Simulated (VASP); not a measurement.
Write the native input for VASP 6.6.1 that does the following.

```
Task                   : single point
Functional             : PBE
Potentials or basis    : VASP PAW PBE potentials, release 64 (Cd, F)
Cutoff                 : 520 eV
k mesh                 : 8 × 8 × 8
Occupations            : gaussian, width 0.05 eV
Spin                   : no spin polarisation
Dipole correction      : no
Further INCAR settings : ALGO = Normal; EDIFF = 1e-06; NBANDS = 20
```

The structure of CdF2 lies in POSCAR:

```
CdF2
1.0
    0.0000000000      2.7402705265      2.7402705265
    2.7402705265      0.0000000000      2.7402705265
    2.7402705265      2.7402705265      0.0000000000
Cd F
1 2
Direct
    0.0000000000      0.0000000000      0.0000000000
    0.2500000000      0.2500000000      0.2500000000
    0.7500000000      0.7500000000      0.7500000000
```

These files were run (other wordings do the same):

INCAR

```
SYSTEM = CdF2
PREC     = Accurate       ! precision mode
ENCUT    = 520            ! plane-wave cutoff, eV
EDIFF    = 1E-6           ! SCF threshold, eV
ISMEAR   = 0              ! smearing method
SIGMA    = 0.05           ! smearing width, eV
LREAL    = .FALSE.        ! projectors in reciprocal space
LASPH    = .TRUE.         ! aspherical terms in the spheres
NELM     = 100            ! most SCF steps
ALGO     = Normal         ! electronic algorithm
ISIF     = 2              ! what is computed and relaxed
LWAVE    = .FALSE.        ! write WAVECAR
LCHARG   = .FALSE.        ! write CHGCAR
GGA      = PE             ! functional
NBANDS   = 20             ! bands
```

KPOINTS

```
regular mesh
0
G
  8 8 8
  0 0 0
```

Potentials or basis: VASP PAW PBE potentials, release 64 (Cd, F).

Run with:

```console
$ cat potpaw_PBE.64/Cd/POTCAR potpaw_PBE.64/F/POTCAR > POTCAR
$ mpirun -np 1 vasp_std > vasp.out
```

It gave:

```
Pressure               : 0.6 GPa
Band gap on the k mesh : 2.89 eV (least direct gap 3.45 eV)
```

Run time: 34 s on 1 thread of Intel(R) Xeon(R) Platinum 8488C (Sapphire Rapids), with other jobs on the host, peak memory 0.17 GiB.
